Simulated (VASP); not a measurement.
Set up this calculation in VASP 6.6.1, as the native input.

| Item | Value |
| --- | --- |
| Task | single point |
| Functional | LDA |
| Potentials or basis | VASP PAW LDA potentials, release 64 (La, Pd, S) |
| Cutoff | 520 eV |
| k mesh | 6 × 6 × 6 |
| Occupations | gaussian, width 0.1 eV |
| Spin | no spin polarisation |
| Dipole correction | no |
| Further INCAR settings | LREAL = Auto; ALGO = Normal; EDIFF = 1e-06; NBANDS = 79 |

The structure of LaPd3S4 lies in POSCAR:

```
LaPd3S4
1.0
    6.6275319688      0.0000000000      0.0000000000
    0.0000000000      6.6275319688      0.0000000000
    0.0000000000      0.0000000000      6.6275319688
La Pd S
2 6 8
Direct
    0.5000000000      0.5000000000      0.5000000000
    0.0000000000      0.0000000000      0.0000000000
    0.7500000000      0.0000000000      0.5000000000
    0.5000000000      0.7500000000      0.0000000000
    0.0000000000      0.5000000000      0.7500000000
    0.0000000000      0.5000000000      0.2500000000
    0.2500000000      0.0000000000      0.5000000000
    0.5000000000      0.2500000000      0.0000000000
    0.7500000000      0.2500000000      0.2500000000
    0.2500000000      0.2500000000      0.7500000000
    0.2500000000      0.7500000000      0.2500000000
    0.7500000000      0.7500000000      0.7500000000
    0.2500000000      0.7500000000      0.7500000000
    0.7500000000      0.7500000000      0.2500000000
    0.2500000000      0.2500000000      0.2500000000
    0.7500000000      0.2500000000      0.7500000000
```

The input as run:

INCAR

```
PREC = Accurate
ENCUT = 520
EDIFF = 1E-6
ISMEAR = 0
SIGMA = 0.1
LREAL = Auto
LASPH = True
NELM = 80
ALGO = Normal
ISIF = 2
LWAVE = False
LCHARG = True
LELF = True
LVHAR = True
NBANDS = 79
```

KPOINTS

```
Automatic mesh
0
Gamma
  6 6 6
```

Potentials or basis: VASP PAW LDA potentials, release 64 (La, Pd, S).

Command:

```sh
$ cat potpaw_LDA.64/La/POTCAR potpaw_LDA.64/Pd/POTCAR potpaw_LDA.64/S/POTCAR > POTCAR
$ mpirun -np 1 vasp_std > vasp.out
```

Results of the run:

```
Pressure               : 0.0 GPa
Band gap on the k mesh : zero (bands 65 and 66 overlap by 0.48 eV)
```

Caveat: spin-orbit coupling is left out, which moves the levels of the heavy elements.

Wall time 9.3 min on 1 thread of AMD EPYC 9R45 96-Core Processor (Zen 5) (shared host), peak memory 0.42 GiB.
